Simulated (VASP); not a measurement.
# In (P6_3/mmc) in VASP: further runs

The runs below take In through single point, with LDA, PBE.

Everything below comes from runs of VASP 6.6.1. Logs are shortened: lines on timing, memory, paths and dates and some standing lists are left out, and cuts for length are marked.

## (1) The cell of the first run

It takes space group P6_3/mmc (No. 194, hexagonal). Conventional cell: a = 3.364 Å, b = 3.364 Å, c = 10.800 Å, α = 90.00°, β = 90.00°, γ = 120.00°. Within 4.4 Å of In (site symmetry -6m2) lie 12 In at 3.33 to 3.36 Å. Within 4.4 Å of In (site symmetry -3m) lie 12 In at 3.33 to 3.36 Å.

This isn't the form of In at room conditions, which is tetragonal.

## (2) Single point, LDA

Input file INCAR:

```
ALGO = Fast
EDIFF = 1E-6
ENCUT = 520
GGA = CA
ISIF = 2
ISMEAR = -1
LASPH = True
LCHARG = False
LREAL = False
LWAVE = False
NBANDS = 34
NELM = 60
PREC = Accurate
SIGMA = 0.05
```

Input file KPOINTS:

```
k-points
0
Gamma
  9 9 3
```

Input file POSCAR:

```
In
1.0
    3.3638438630      0.0000000000      0.0000000000
   -1.6819219315      2.9131742397      0.0000000000
    0.0000000000      0.0000000000     10.7997083600
In
4
Direct
    0.6666666667      0.3333333333      0.7500000000
    0.0000000000      0.0000000000      0.5000000000
    0.3333333333      0.6666666667      0.2500000000
    0.0000000000      0.0000000000      0.0000000000
```

Potentials or basis: VASP PAW LDA potentials, release 64 (In_d).

Started as:

```bash
$ cat potpaw_LDA.64/In_d/POTCAR > POTCAR
$ mpirun -np 1 vasp_std > vasp.out
```

OUTCAR:

```text
EDIFF = 1E-6
   ENCUT = 520
   GGA = CA
   ISIF = 2
   ISMEAR = -1
   LASPH = True
   LREAL = False
   NELM = 60
   PREC = Accurate

 ion  position               nearest neighbor table
   1  0.667  0.333  0.750-   2 3.33   4 3.33   2 3.33   4 3.33   2 3.33   4 3.33
   2  0.000  0.000  0.500-   1 3.33   3 3.33   3 3.33   1 3.33   1 3.33   3 3.33
   3  0.333  0.667  0.250-   2 3.33   4 3.33   2 3.33   4 3.33   2 3.33   4 3.33
   4  0.000  0.000  0.000-   1 3.33   3 3.33   3 3.33   1 3.33   1 3.33   3 3.33

  LATTYP: Found a hexagonal cell.
 ALAT       =     3.3638438630
 C/A-ratio  =     3.2105260529

  Lattice vectors:

 A1 = (   3.3638438630,   0.0000000000,   0.0000000000)
 A2 = (  -1.6819219315,   2.9131742397,   0.0000000000)
 A3 = (   0.0000000000,   0.0000000000,  10.7997083600)

Analysis of symmetry for initial positions (statically):
=====================================================================
 Subroutine PRICEL returns:
 Original cell was already a primitive cell.

 Routine SETGRP: Setting up the symmetry group for a
 hexagonal supercell.

 Subroutine GETGRP returns: Found 24 space group operations
 (whereof 12 operations were pure point group operations)
 out of a pool of 24 trial point group operations.

The static configuration has the point symmetry D_3d.
 The point group associated with its full space group is D_6h.

Analysis of symmetry for dynamics (positions and initial velocities):
=====================================================================
 Subroutine PRICEL returns:
 Original cell was already a primitive cell.

 Routine SETGRP: Setting up the symmetry group for a
 hexagonal supercell.

 Subroutine GETGRP returns: Found 24 space group operations
 (whereof 12 operations were pure point group operations)
 out of a pool of 24 trial point group operations.

The dynamic configuration has the point symmetry D_3d.
 The point group associated with its full space group is D_6h.

 Subroutine INISYM returns: Found 24 space group operations
 (whereof 12 operations are pure point group operations),
 and found     1 'primitive' translations

----------------------------------------------------------------------------------------

                                     Primitive cell

  volume of cell :     105.8313

  direct lattice vectors                    reciprocal lattice vectors
     3.363843863  0.000000000  0.000000000     0.297278958  0.171634087  0.000000000
    -1.681921932  2.913174240  0.000000000     0.000000000  0.343268173  0.000000000
     0.000000000  0.000000000 10.799708360     0.000000000  0.000000000  0.092595093

  length of vectors
     3.363843863  3.363843863 10.799708360     0.343268173  0.343268173  0.092595093

  position of ions in fractional coordinates (direct lattice)
     0.666666667  0.333333333  0.750000000
     0.000000000  0.000000000  0.500000000
     0.333333333  0.666666667  0.250000000
     0.000000000  0.000000000  0.000000000

  ion indices of the primitive-cell ions
   primitive index   ion index
                 1           1
                 2           2
                 3           3
                 4           4

----------------------------------------------------------------------------------------

 KPOINTS: k-points

Automatic generation of k-mesh.
 Grid dimensions read from file:
 generate k-points for:    9    9    3

 Generating k-lattice:

  Cartesian coordinates                     Fractional coordinates (reciprocal lattice)
     0.033030995  0.019070454  0.000000000     0.111111111  0.000000000  0.000000000
     0.000000000  0.038140908  0.000000000     0.000000000  0.111111111  0.000000000
     0.000000000  0.000000000  0.030865031     0.000000000  0.000000000  0.333333333

  Length of vectors
     0.038140908  0.038140908  0.030865031

  Shift w.r.t. Gamma in fractional coordinates (k-lattice)
     0.000000000  0.000000000  0.000000000

 Subroutine IBZKPT returns following result:
 ===========================================

 Found     24 irreducible k-points:

 Following reciprocal coordinates:
            Coordinates               Weight
  0.000000  0.000000  0.000000      1.000000
  0.111111  0.000000  0.000000      6.000000
  0.222222  0.000000  0.000000      6.000000
  0.333333  0.000000  0.000000      6.000000
  0.444444  0.000000  0.000000      6.000000
  0.111111  0.111111  0.000000      6.000000
[... 16 lines left out ...]
  0.333333  0.222222  0.333333     24.000000
  0.333333  0.333333  0.333333      4.000000
   k-points           NKPTS =     24   k-points in BZ     NKDIM =     24   number of bands    NBANDS=     34
   number of dos      NEDOS =    301   number of ions     NIONS =      4
   total plane-waves  NPLWV =  62720
   dimension x,y,z NGX =    28 NGY =   28 NGZ =   80
   dimension x,y,z NGXF=    56 NGYF=   56 NGZF=  160
   ions per type =               4
   NGX,Y,Z   is equivalent  to a cutoff of  13.84, 13.84, 12.31 a.u.
   NGXF,Y,Z  is equivalent  to a cutoff of  27.68, 27.68, 24.63 a.u.
 SYSTEM =  unknown system
   PREC   = accura    normal or accurate (medium, high low for compatibility)
   ISTART =      0    job   : 0-new  1-cont  2-samecut
   ICHARG =      2    charge: 1-file 2-atom 10-const
   ISPIN  =      1    spin polarized calculation?
   LNONCOLLINEAR =      F non collinear calculations
   LSORBIT =      F    spin-orbit coupling
   LASPH  =      T    aspherical Exc in radial PAW
   ENCUT  =  520.0 eV  38.22 Ry    6.18 a.u.   6.25  6.25 20.08*2*pi/ulx,y,z
   NELM   =     60;   NELMIN=  2; NELMDL= -5     # of ELM steps
   EDIFF  = 0.1E-05   stopping-criterion for ELM
   LREAL  =      F    real-space projection
   EDIFFG = 0.1E-04   stopping-criterion for IOM
   NSW    =      0    number of steps for IOM
   IBRION =     -1    ionic relax: 0-MD 1-quasi-New 2-CG
   NFREE  =      0    steps in history (QN), initial steepest desc. (CG)
   ISIF   =      2    stress and relaxation
   ISYM   =      2    0-nonsym 1-usesym 2-fastsym
   POTIM  = 0.5000    time-step for ionic-motion
   TEBEG  =    0.0;   TEEND  =   0.0 temperature during run
   PSTRESS=    0.0 pullay stress
   NELECT =      52.0000    total number of electrons
   NUPDOWN=      -1.0000    fix difference up-down
   EMIN   =  10.00;   EMAX   =-10.00  energy-range for DOS
   EFERMI =   0.00;   METHOD = LEGACY
   ISMEAR =    -1;   SIGMA  =   0.05  broadening in eV -4-tet -1-fermi 0-gaus
   EFERMI_NEDOS =   21; number of points for ismear=-14 and -15
   IALGO  =     68    algorithm
   IMIX   =      4    mixing-type and parameters
     AMIX     =   0.40;   BMIX     =  1.00
     AMIX_MAG =   1.60;   BMIX_MAG =  1.00
  volume/ion in A,a.u.               =      26.46       178.55
  Fermi-wavevector in a.u.,A,eV,Ry     =   1.291827  2.441200 22.705649  1.668818
  Thomas-Fermi vector in A             =   2.423573
   LORBIT       =      0    0 simple, 1 ext, 2 COOP (PROOUT), +10 PAW based schemes
   GGA     = CA    functional components
   LHFCALC =     F    Hartree Fock is set to
   AEXX    =    0.0000 exact exchange contribution
   IVDW    =     0    specifies the selected vdW correction
   LEPSILON=     F    determine dielectric tensor
   LRPA    =     F    only Hartree local field effects (RPA)
 non-spin polarized calculation
 RMM-DIIS sequential band-by-band and
  energy-cutoff  :      520.00
  volume of cell :      105.83
 maximum number of plane-waves:      2878
 NGX is ok and might be reduce to    28
   NGX = 13   NGY = 13   NGZ = 41

 number of electron      51.9999995 magnetization

 Free energy of the ion-electron system (eV)
  ---------------------------------------------------
  ext. energy  EPLUGINS =         0.00000000
  ---------------------------------------------------
  free energy    TOTEN  =       -12.77647670 eV

  energy without entropy =      -12.75325648  energy(sigma->0) =      -12.76486659

 E-fermi :   7.0651     XC(G=0): -10.4735

 val. band max:        7.0634193952   @ k =   0.2222   0.2222   0.0000
 cond. band min:       7.0845839311   @ k =   0.3333   0.2222   0.3333
 fundamental gap:      0.0211645359
 Fermi energy:         7.0650771229

 k-point     1 :       0.0000    0.0000    0.0000
  band No.  band energies     occupation
      1      -7.5092      2.00000
      2      -7.4717      2.00000
      3      -7.4567      2.00000
      4      -7.4567      2.00000
      5      -7.4451      2.00000
      6      -7.4336      2.00000
[... 26 lines left out ...]
     33      16.0577      0.00000
     34      17.1174      0.00000

 k-point     2 :       0.1111    0.0000    0.0000
  band No.  band energies     occupation
      1      -7.4989      2.00000
      2      -7.4745      2.00000
      3      -7.4663      2.00000
      4      -7.4511      2.00000
      5      -7.4381      2.00000
      6      -7.4327      2.00000
[... 26 lines left out ...]
     33      15.3090      0.00000
     34      15.9153      0.00000

 k-point     3 :       0.2222    0.0000    0.0000
  band No.  band energies     occupation
      1      -7.5420      2.00000
      2      -7.5057      2.00000
      3      -7.4907      2.00000
      4      -7.4468      2.00000
      5      -7.4344      2.00000
      6      -7.4055      2.00000
[... 26 lines left out ...]
     33      14.0607      0.00000
     34      14.0857      0.00000
[... 704 lines left out ...]
 k-point    23 :       0.3333    0.2222    0.3333
  band No.  band energies     occupation
      1      -7.5456      2.00000
      2      -7.5394      2.00000
      3      -7.4832      2.00000
      4      -7.4704      2.00000
      5      -7.4431      2.00000
      6      -7.4348      2.00000
[... 26 lines left out ...]
     33      10.4978      0.00000
     34      11.6923      0.00000

 k-point    24 :       0.3333    0.3333    0.3333
  band No.  band energies     occupation
      1      -7.5403      2.00000
      2      -7.5403      2.00000
      3      -7.4788      2.00000
      4      -7.4371      2.00000
      5      -7.4135      2.00000
      6      -7.4135      2.00000
[... 26 lines left out ...]
     33      11.3721      0.00000
     34      12.0068      0.00000

------------------------ aborting loop because EDIFF is reached ----------------------------------------

  FORCE on cell =-STRESS in cart. coord.  units (eV):
  Direction    XX          YY          ZZ          XY          YZ          ZX
  --------------------------------------------------------------------------------------
  -------------------------------------------------------------------------------------
  Total       -2.0955201     -2.0955201     -1.7230624      0.0000000      0.0000000     -0.0000000
  in kB      -31.7240108    -31.7240108    -26.0853866      0.0000000      0.0000000     -0.0000000
  external PRESSURE =     -29.8444694 kB  Pullay stress =       0.0000000 kB

 VOLUME and BASIS-vectors are now :
 -----------------------------------------------------------------------------
  energy-cutoff  :      520.00
  volume of cell :      105.83
      direct lattice vectors                 reciprocal lattice vectors
     3.363843863  0.000000000  0.000000000     0.297278958  0.171634087  0.000000000
    -1.681921932  2.913174240  0.000000000     0.000000000  0.343268173  0.000000000
     0.000000000  0.000000000 10.799708360     0.000000000  0.000000000  0.092595093

 POSITION                                       TOTAL-FORCE (eV/Angst)
 -----------------------------------------------------------------------------------
      1.68192      0.97106      8.09978        -0.000000      0.000000     -0.000000
      0.00000      0.00000      5.39985        -0.000000      0.000000      0.000000
     -0.00000      1.94212      2.69993         0.000000     -0.000000      0.000000
      0.00000      0.00000      0.00000        -0.000000      0.000000      0.000000
 -----------------------------------------------------------------------------------
    total drift:                                0.000000     -0.000000      0.000000

  FREE ENERGIE OF THE ION-ELECTRON SYSTEM (eV)
  ---------------------------------------------------
  free  energy   TOTEN  =       -12.7764767027 eV

  energy  without entropy=      -12.7532564841  energy(sigma->0) =      -12.76486659
```

Wall time 52 s (1 thread of Intel Xeon 6975P-C (Granite Rapids), shared host); peak memory 0.22 GiB.

What came out:

```yaml
Free_energy: -12.7765 eV
Pressure: -3.0 GPa
Band_gap_on_the_k_mesh: zero (bands 26 and 27 overlap by 4.74 eV)
```

Levels at points of the mesh, in eV from the Fermi level:
```csv
k point,band 23,band 24,band 25,band 26,band 27,band 28,band 29,band 30
"(0.00, 0.00, 0.00)",-8.04,-4.16,-3.22,3.36,3.37,8.00,8.00,8.87
```

Caveat: spin-orbit coupling is left out, which moves the levels of the heavy elements.

(Part 1 of 3 ends here.)
